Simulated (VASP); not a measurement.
Input of a VASP 6.6.1 run:

File INCAR:

```
PREC = Accurate
ENCUT = 600
EDIFF = 1E-6
ISMEAR = 0
SIGMA = 0.02
LREAL = Auto
LASPH = T
NELM = 120
ALGO = Normal
ISIF = 2
LWAVE = F
LCHARG = T
GGA = PS
LELF = T
LVHAR = T
NBANDS = 202
GGA_COMPAT = F
```

KPOINTS

```
Automatic mesh
0
Gamma
  2 2 2
```

The input POSCAR:

```
In2O3
1.0
   -5.0806641247      5.0806641247      5.0806641247
    5.0806641247     -5.0806641247      5.0806641247
    5.0806641247      5.0806641247     -5.0806641247
In O
16 24
Direct
    0.5000000000      0.5000000000      0.5000000000
    0.5000000000      0.0000000000      0.0000000000
    0.0000000000      0.5000000000      0.0000000000
    0.0000000000      0.0000000000      0.5000000000
    0.2500000000      0.7159802187      0.4659802187
    0.7500000000      0.7840197813      0.0340197813
    0.4659802187      0.2500000000      0.7159802187
    0.0340197813      0.7500000000      0.7840197813
    0.7159802187      0.4659802187      0.2500000000
    0.7840197813      0.0340197813      0.7500000000
    0.7500000000      0.2840197813      0.5340197813
    0.2500000000      0.2159802187      0.9659802187
    0.5340197813      0.7500000000      0.2840197813
    0.9659802187      0.2500000000      0.2159802187
    0.2840197813      0.5340197813      0.7500000000
    0.2159802187      0.9659802187      0.2500000000
    0.5367220574      0.7721678473      0.5445360134
    0.7276318339      0.9921860440      0.9554639866
    0.9632779426      0.5078139560      0.2354457899
    0.7723681661      0.7278321527      0.2645542101
    0.5445360134      0.5367220574      0.7721678473
    0.9554639866      0.7276318339      0.9921860440
    0.2354457899      0.9632779426      0.5078139560
    0.2645542101      0.7723681661      0.7278321527
    0.7721678473      0.5445360134      0.5367220574
    0.9921860440      0.9554639866      0.7276318339
    0.5078139560      0.2354457899      0.9632779426
    0.7278321527      0.2645542101      0.7723681661
    0.4632779426      0.2278321527      0.4554639866
    0.2723681661      0.0078139560      0.0445360134
    0.0367220574      0.4921860440      0.7645542101
    0.2276318339      0.2721678473      0.7354457899
    0.4554639866      0.4632779426      0.2278321527
    0.0445360134      0.2723681661      0.0078139560
    0.7645542101      0.0367220574      0.4921860440
    0.7354457899      0.2276318339      0.2721678473
    0.2278321527      0.4554639866      0.4632779426
    0.0078139560      0.0445360134      0.2723681661
    0.4921860440      0.7645542101      0.0367220574
    0.2721678473      0.7354457899      0.2276318339
```

Potentials or basis: VASP PAW PBE potentials, release 64 (In_d, O).

The run is started by

```sh
$ cat potpaw_PBE.64/In_d/POTCAR potpaw_PBE.64/O/POTCAR > POTCAR
$ mpirun -np 1 vasp_std > vasp.out
```

(1) Predict the band gap on the k mesh.

(2) What does it give for the largest force?

## Answers

(1) 1.03 eV.

(2) 0.008 eV/Å.

Caveat: the k points lie up to 0.44 Å⁻¹ apart; the PAW data sets were made with another functional, which shifts forces and pressure a little; spin-orbit coupling is left out, which moves the levels of the heavy elements.
